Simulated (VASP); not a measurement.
# PbF2 (Fm-3m) in VASP: further runs

The runs below take PbF2 through G0W0 quasiparticle levels, with PBE.

Everything below comes from runs of VASP 6.6.1. Logs are shortened: lines on timing, memory, paths and dates and some standing lists are left out, and cuts for length are marked.

## 1. The cell of the first run

The structure is cubic, space group Fm-3m (No. 225). The conventional cell has a = 5.892 Å, b = 5.892 Å, c = 5.892 Å, α = 90.00°, β = 90.00°, γ = 90.00°. Within 3.4 Å of Pb (site symmetry m-3m) lie 8 F at 2.55 Å. Within 3.4 Å of F (site symmetry -43m) lie 4 Pb at 2.55 Å and 6 F at 2.95 Å.

## 2. G0W0 quasiparticle levels, PBE

The input, POSCAR:

```
PbF2
1.0
    0.0000000000      2.9458082858      2.9458082858
    2.9458082858      0.0000000000      2.9458082858
    2.9458082858      2.9458082858      0.0000000000
Pb F
1 2
Direct
    0.0000000000      0.0000000000      0.0000000000
    0.2500000000      0.2500000000      0.2500000000
    0.7500000000      0.7500000000      0.7500000000
```

The input, INCAR.step1:

```
PREC = Accurate ; ENCUT = 500
EDIFF = 1E-8 ; ISMEAR = 0
SIGMA = 0.01 ; LREAL = F
LASPH = T ; NELM = 80
ALGO = Normal ; LWAVE = T
LCHARG = F ; GGA = PE
```

The input, INCAR.step2:

```
PREC = Accurate ; ENCUT = 500
EDIFF = 1E-8 ; ISMEAR = 0
SIGMA = 0.01 ; LREAL = F
LASPH = T ; NELM = 1
ALGO = Exact ; LWAVE = T
LCHARG = F ; GGA = PE
NBANDS = 98 ; LOPTICS = T
ISTART = 1
```

The input, INCAR.step3:

```
PREC = Accurate ; ENCUT = 500
EDIFF = 1E-8 ; ISMEAR = 0
SIGMA = 0.01 ; LREAL = F
LASPH = T ; ALGO = EVGW0
LWAVE = F ; LCHARG = F
GGA = PE ; NELMGW = 1
NBANDS = 98 ; ENCUTGW = 80.0
NOMEGA = 96 ; PRECFOCK = Fast
ISTART = 1 ; NBANDSGW = 23
OMEGAMAX = 20
```

The input, KPOINTS:

```
regular mesh
0
Gamma
  4 4 4
```

Potentials or basis: VASP PAW PBE potentials, release 64 (Pb_d_GW, F_GW).

The run is started by

```
cat potpaw_PBE.64/Pb_d_GW/POTCAR potpaw_PBE.64/F_GW/POTCAR > POTCAR
cp INCAR.step1 INCAR
mpirun -np 1 vasp_std > vasp.out
cp INCAR.step2 INCAR
mpirun -np 1 vasp_std > vasp.out
cp INCAR.step3 INCAR
mpirun -np 1 vasp_std > vasp.out
```

OUTCAR:

```text
PREC = Accurate
   ENCUT = 500
   EDIFF = 1E-8
   ISMEAR = 0
   LREAL = F
   LASPH = T
   GGA = PE
   NELMGW = 1
   ENCUTGW = 80.0
   PRECFOCK = Fast
   ISTART = 1

 ion  position               nearest neighbor table
   1  0.000  0.000  0.000-
   2  0.250  0.250  0.250-
   3  0.750  0.750  0.750-

  LATTYP: Found a face centered cubic cell.
 ALAT       =     5.8916165716

  Lattice vectors:

 A1 = (   0.0000000000,   2.9458082858,   2.9458082858)
 A2 = (   2.9458082858,   0.0000000000,   2.9458082858)
 A3 = (   2.9458082858,   2.9458082858,   0.0000000000)

Analysis of symmetry for initial positions (statically):
=====================================================================
 Subroutine PRICEL returns:
 Original cell was already a primitive cell.

 Routine SETGRP: Setting up the symmetry group for a
 face centered cubic supercell.

 Subroutine GETGRP returns: Found 48 space group operations
 (whereof 48 operations were pure point group operations)
 out of a pool of 48 trial point group operations.

The static configuration has the point symmetry O_h .

Analysis of symmetry for dynamics (positions and initial velocities):
=====================================================================
 Subroutine PRICEL returns:
 Original cell was already a primitive cell.

 Routine SETGRP: Setting up the symmetry group for a
 face centered cubic supercell.

 Subroutine GETGRP returns: Found 48 space group operations
 (whereof 48 operations were pure point group operations)
 out of a pool of 48 trial point group operations.

The dynamic configuration has the point symmetry O_h .

 Subroutine INISYM returns: Found 48 space group operations
 (whereof 48 operations are pure point group operations),
 and found     1 'primitive' translations

----------------------------------------------------------------------------------------

                                     Primitive cell

  volume of cell :      51.1262

  direct lattice vectors                    reciprocal lattice vectors
     0.000000000  2.945808286  2.945808286    -0.169732702  0.169732702  0.169732702
     2.945808286  0.000000000  2.945808286     0.169732702 -0.169732702  0.169732702
     2.945808286  2.945808286  0.000000000     0.169732702  0.169732702 -0.169732702

  length of vectors
     4.166002030  4.166002030  4.166002030     0.293985664  0.293985664  0.293985664

  position of ions in fractional coordinates (direct lattice)
     0.000000000  0.000000000  0.000000000
     0.250000000  0.250000000  0.250000000
     0.750000000  0.750000000  0.750000000

  ion indices of the primitive-cell ions
   primitive index   ion index
                 1           1
                 2           2
                 3           3

----------------------------------------------------------------------------------------

 KPOINTS: regular mesh

Automatic generation of k-mesh.
 Grid dimensions read from file:
 generate k-points for:    4    4    4

 Generating k-lattice:

  Cartesian coordinates                     Fractional coordinates (reciprocal lattice)
    -0.042433176  0.042433176  0.042433176     0.250000000  0.000000000  0.000000000
     0.042433176 -0.042433176  0.042433176     0.000000000  0.250000000  0.000000000
     0.042433176  0.042433176 -0.042433176     0.000000000  0.000000000  0.250000000

  Length of vectors
     0.073496416  0.073496416  0.073496416

  Shift w.r.t. Gamma in fractional coordinates (k-lattice)
     0.000000000  0.000000000  0.000000000

 Subroutine IBZKPT returns following result:
 ===========================================

 Found      8 irreducible k-points:

 Following reciprocal coordinates:
            Coordinates               Weight
  0.000000  0.000000  0.000000      1.000000
  0.250000  0.000000  0.000000      8.000000
  0.500000  0.000000  0.000000      4.000000
  0.250000  0.250000  0.000000      6.000000
  0.500000  0.250000  0.000000     24.000000
 -0.250000  0.250000  0.000000     12.000000
  0.500000  0.500000  0.000000      3.000000
 -0.250000  0.500000  0.250000      6.000000
   k-points           NKPTS =      8   k-points in BZ     NKDIM =     64   number of bands    NBANDS=     98
   number of dos      NEDOS =    301   number of ions     NIONS =      3
   total plane-waves  NPLWV =  27000
   dimension x,y,z NGX =    30 NGY =   30 NGZ =   30
   dimension x,y,z NGXF=    60 NGYF=   60 NGZF=   60
   ions per type =               1   2
   NGX,Y,Z   is equivalent  to a cutoff of  11.97, 11.97, 11.97 a.u.
   NGXF,Y,Z  is equivalent  to a cutoff of  23.94, 23.94, 23.94 a.u.
 SYSTEM =  unknown system
   PREC   = accura    normal or accurate (medium, high low for compatibility)
   ISTART =      1    job   : 0-new  1-cont  2-samecut
   ICHARG =      0    charge: 1-file 2-atom 10-const
   ISPIN  =      1    spin polarized calculation?
   LNONCOLLINEAR =      F non collinear calculations
   LSORBIT =      F    spin-orbit coupling
   LASPH  =      T    aspherical Exc in radial PAW
   ENCUT  =  500.0 eV  36.75 Ry    6.06 a.u.   7.60  7.60  7.60*2*pi/ulx,y,z
   NELM   =     60;   NELMIN=  2; NELMDL=  0     # of ELM steps
   EDIFF  = 0.1E-07   stopping-criterion for ELM
   LREAL  =      F    real-space projection
   EDIFFG = 0.1E-06   stopping-criterion for IOM
   NSW    =      0    number of steps for IOM
   IBRION =     -1    ionic relax: 0-MD 1-quasi-New 2-CG
   NFREE  =      0    steps in history (QN), initial steepest desc. (CG)
   ISIF   =      0    stress and relaxation
   ISYM   =      3    0-nonsym 1-usesym 2-fastsym
   POTIM  = 0.5000    time-step for ionic-motion
   TEBEG  =    0.0;   TEEND  =   0.0 temperature during run
   PSTRESS=    0.0 pullay stress
   NELECT =      30.0000    total number of electrons
   NUPDOWN=      -1.0000    fix difference up-down
   EMIN   =  10.00;   EMAX   =-10.00  energy-range for DOS
   EFERMI =   0.00;   METHOD = LEGACY
   ISMEAR =     0;   SIGMA  =   0.01  broadening in eV -4-tet -1-fermi 0-gaus
   EFERMI_NEDOS =   21; number of points for ismear=-14 and -15
   IALGO  =     38    algorithm
   IMIX   =      4    mixing-type and parameters
     AMIX     =   0.40;   BMIX     =  1.00
     AMIX_MAG =   1.60;   BMIX_MAG =  1.00
  volume/ion in A,a.u.               =      17.04       115.01
  Fermi-wavevector in a.u.,A,eV,Ry     =   1.370569  2.589999 25.557976  1.878458
  Thomas-Fermi vector in A             =   2.496343
   LORBIT       =      0    0 simple, 1 ext, 2 COOP (PROOUT), +10 PAW based schemes
   GGA     = PE    functional components
   LHFCALC =     T    Hartree Fock is set to
   PRECFOCK=fast      Normal, Fast or Accurate (Low or Medium for compatibility)
   ENCUT4O =  -1.0   cutoff for four orbital integrals eV
   NKREDX  =     1    reduce k-point grid by
   NKREDY  =     1    reduce k-point grid by
   NKREDZ  =     1    reduce k-point grid by
   AEXX    =    1.0000 exact exchange contribution
   HFSCREEN=    0.0000 screening length (either q_TF or 0.3 A-1)
   HFSCREENC=   0.0000 screening length for correlation (either q_TF or 0.3 A-1)
   ENCUTFOCK=  -1.0 apply spherical cutoff to Coloumb kernel
   IVDW    =     0    specifies the selected vdW correction
   LEPSILON=     F    determine dielectric tensor
   LRPA    =     F    only Hartree local field effects (RPA)
   LRPAFORCE           =     F    calculate RPA forces
   ENCUTGW             =  80.0    cutoff for response function in eV
   ENCUTGWSOFT         =  64.0    soft cutoff for Coulomb kernel in GW response function in eV
   ENCUTLF             =  -1.0    cutoff for local field effects
   NELMGW              =     1    number of iterations in solving QP/BSE equation
   NELMHF              =     1    number of iterations in the inner HF iteration
   NKREDLFX            =     1    NKREDLFY  =   1   NKREDLFZ  =   1
 non-spin polarized calculation
 Gauss-broadening in eV      SIGMA  =   0.01
  energy-cutoff  :      500.00
  volume of cell :       51.13
 maximum number of plane-waves:      1316
  NGX = 18; NGY = 18; NGZ = 18
   NGX = 15   NGY = 15   NGZ = 15
 maximum number of plane-waves:        92
 NGX is ok and might be reduce to    14

 QP shifts <psi_nk| G(iteration)W_0 |psi_nk>: iteration 1
 for sc-GW calculations column KS-energies equals QP-energies in previous step
 and V_xc(KS)=  KS-energies - (<T + V_ion + V_H > + <T+V_H+V_ion>^1  + <V_x>^1)

 k-point   1 :       0.0000    0.0000    0.0000
  band No.  KS-energies  QP-energies   sigma(KS)   V_xc(KS)     V^pw_x(r,r')   Z            occupation Imag(sigma)

      1    -136.6626    -164.3312     -29.8077       5.4438     -36.1843       0.7849       2.0000       0.0774
      2     -20.8904     -24.0581     -26.8044     -22.2840     -36.3378       0.7008       2.0000       0.9308
      3     -20.2460     -23.1885     -27.7727     -23.3280     -37.3788       0.6620       2.0000       0.7971
      4     -14.0625     -23.2314     -21.1839      -9.9296     -25.3689       0.8147       2.0000       0.2358
      5     -14.0625     -23.2314     -21.1839      -9.9296     -25.3689       0.8147       2.0000       0.2358
      6     -14.0625     -23.2314     -21.1839      -9.9296     -25.3689       0.8147       2.0000       0.2358
[... 15 lines left out ...]
     22      17.9944      18.9304     -11.1019     -12.2225      -6.2538       0.8352       0.0000      -0.7032
     23      17.9944      18.9304     -11.1019     -12.2225      -6.2538       0.8352       0.0000      -0.7032

 k-point   2 :       0.2500    0.0000    0.0000
  band No.  KS-energies  QP-energies   sigma(KS)   V_xc(KS)     V^pw_x(r,r')   Z            occupation Imag(sigma)

      1    -136.6627    -164.1088     -29.8077       5.4426     -36.1844       0.7786       2.0000       0.0774
      2     -20.7814     -23.9001     -26.9735     -22.4708     -36.5324       0.6926       2.0000       0.9166
      3     -20.3460     -23.3411     -27.5919     -23.1151     -37.1836       0.6691       2.0000       0.8136
      4     -14.0447     -23.2032     -21.1984      -9.9135     -25.3566       0.8116       2.0000       0.2115
      5     -14.0447     -23.2032     -21.1984      -9.9135     -25.3566       0.8116       2.0000       0.2115
      6     -13.9912     -23.0629     -21.2365      -9.8500     -25.2858       0.7967       2.0000       0.1079
[... 15 lines left out ...]
     22      16.1121      16.6411      -8.2706      -8.9094      -3.8788       0.8282       0.0000      -0.3490
     23      18.1105      19.0497     -10.2194     -11.3616      -5.4841       0.8224       0.0000      -0.5452

 k-point   3 :       0.5000    0.0000    0.0000
  band No.  KS-energies  QP-energies   sigma(KS)   V_xc(KS)     V^pw_x(r,r')   Z            occupation Imag(sigma)

      1    -136.6627    -164.2145     -29.8077       5.4431     -36.1843       0.7816       2.0000       0.0775
      2     -20.5929     -23.6685     -27.1973     -22.6698     -36.7552       0.6793       2.0000       0.8611
      3     -20.5165     -23.6068     -27.3745     -22.9203     -36.9890       0.6938       2.0000       0.8728
      4     -14.0436     -23.1957     -21.1899      -9.8906     -25.3142       0.8100       2.0000       0.1848
      5     -14.0436     -23.1957     -21.1899      -9.8906     -25.3142       0.8100       2.0000       0.1848
      6     -13.9682     -23.1086     -21.2701      -9.8665     -25.3412       0.8015       2.0000       0.1243
[... 15 lines left out ...]
     22      14.7145      15.0966      -8.9143      -9.3655      -4.4863       0.8468       0.0000      -0.3626
     23      18.4296      19.4959      -8.2113      -9.5126      -3.7429       0.8195       0.0000      -0.2583
[... 85 lines left out ...]
      1    -136.6626    -164.2140     -29.8076       5.4434     -36.1843       0.7816       2.0000       0.0775
      2     -20.5997     -23.7308     -27.2699     -22.8058     -36.8814       0.7014       2.0000       0.8976
      3     -20.4883     -23.5484     -27.3381     -22.8065     -36.9063       0.6753       2.0000       0.8279
      4     -14.0373     -23.0218     -21.1579      -9.8370     -25.2128       0.7936       2.0000       0.1209
      5     -13.9709     -23.0492     -21.2586      -9.8460     -25.2948       0.7955       2.0000       0.0966
      6     -13.9661     -23.2545     -21.2904      -9.9048     -25.4201       0.8158       2.0000       0.1794
[... 15 lines left out ...]
     22      17.6882      18.3954      -7.3438      -8.1906      -3.0322       0.8351       0.0000      -0.2701
     23      17.6882      18.3954      -7.3438      -8.1906      -3.0322       0.8351       0.0000      -0.2701

 k-point   8 :      -0.2500    0.5000    0.2500
  band No.  KS-energies  QP-energies   sigma(KS)   V_xc(KS)     V^pw_x(r,r')   Z            occupation Imag(sigma)

      1    -136.6627    -164.1165     -29.8076       5.4427     -36.1844       0.7788       2.0000       0.0775
      2     -20.5451     -23.6381     -27.3020     -22.8075     -36.8947       0.6882       2.0000       0.8632
      3     -20.5451     -23.6381     -27.3020     -22.8075     -36.8947       0.6882       2.0000       0.8632
      4     -14.0202     -23.0546     -21.1859      -9.8387     -25.2345       0.7962       2.0000       0.1143
      5     -13.9868     -23.0552     -21.2356      -9.8444     -25.2765       0.7961       2.0000       0.1024
      6     -13.9661     -23.2619     -21.2909      -9.9048     -25.4202       0.8164       2.0000       0.1796
[... 15 lines left out ...]
     22      16.5858      17.3424      -8.7526      -9.6685      -4.2698       0.8260       0.0000      -0.3333
     23      18.8672      19.5384      -7.6401      -8.4231      -3.2292       0.8572       0.0000      -0.4413
```

Run time: 4.1 min. Hardware: 1 thread of Intel Xeon Platinum 8488C (Sapphire Rapids), shared host; peak memory 0.55 GiB.

Results:

```
Quasiparticle gap                                   : 6.19 eV
Least direct quasiparticle gap                      : 6.48 eV
Band gap of the starting levels on the mesh         : 4.42 eV
Least direct gap of the starting levels on the mesh : 4.56 eV
```

Caveat: the k points lie up to 0.46 Å⁻¹ apart; bands, screening cutoff and mesh are small and nothing is extrapolated, so the quasiparticle values aren't converged; spin-orbit coupling is left out, which moves the levels of the heavy elements.

(Part 1 of 2 ends here.)
